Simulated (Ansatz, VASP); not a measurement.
**One calculation of OsO, two programs**

Contents of INCAR:

```
PREC = Accurate
ENCUT = 600
EDIFF = 1E-6
ISMEAR = 0
SIGMA = 0.1
LREAL = False
LASPH = True
NELM = 60
ALGO = Normal
ISIF = 3
LWAVE = False
LCHARG = False
GGA = PE
IBRION = 2
NSW = 100
EDIFFG = -0.01
```

The input KPOINTS:

```
Automatic mesh
0
Gamma
  20 20 20
```

Contents of POSCAR:

```
OsO
1.0
    2.7934477327      0.0000000000      0.0000000000
    0.0000000000      2.7934477327      0.0000000000
    0.0000000000      0.0000000000      2.7934477327
Os O
1 1
Direct
    0.0000000000      0.0000000000      0.0000000000
    0.5000000000      0.5000000000      0.5000000000
```

Input for Ansatz:

```yaml
crystal:
  lattice:
    - [2.7934477327, 0.0, 0.0]
    - [0.0, 2.7934477327, 0.0]
    - [0.0, 0.0, 2.7934477327]
  atoms:
    - { symbol: Os, position: [0.0, 0.0, 0.0] }
    - { symbol: O, position: [0.5, 0.5, 0.5] }
basis:
  ecutwfc: 420
kpoints:
  mp_grid: { grid: [20, 20, 20] }
hamiltonian:
  xc: pbe
scf:
  occupations: { method: gaussian, width: 0.1 }
output:
  forces: true
  stress: true
  eigenvalues: true
relax:
  adjacent_minimum: "off"
  f_tol: 0.01
  max_steps: 80
  cell: { stress_tol: 0.05 }
```

Alike in both runs: task relaxation of cell and atoms; functional PBE; k mesh 20 × 20 × 20; occupations gaussian, width 0.1 eV; no spin polarisation.

|  | VASP | Ansatz |
| --- | --- | --- |
| version | VASP 6.6.1 | Ansatz 0.2.0 |
| potentials or method | VASP PAW PBE potentials, release 64 (Os, O), cutoff 600 eV | scalar-relativistic, plane waves, PAW |
| valence electrons in the cell | 14 | 22 |

```tsv
	VASP	Ansatz	Ansatz less VASP
gap on the k mesh at the Fermi level, each at its own relaxed structure (eV)	none	none	-
relaxed volume (Å³/atom)	10.87	10.87	-0.003
relaxed length of the cell vector where the two differ most in proportion (Å)	2.791	2.791	-0.0003
```

A gap of «none» marks a metal or a gap that the smearing closes. VASP's potentials hold 14 valence electrons a cell and Ansatz's 22, so a difference there can come from the potentials and not from the codes.

Neither program's run includes spin-orbit coupling.
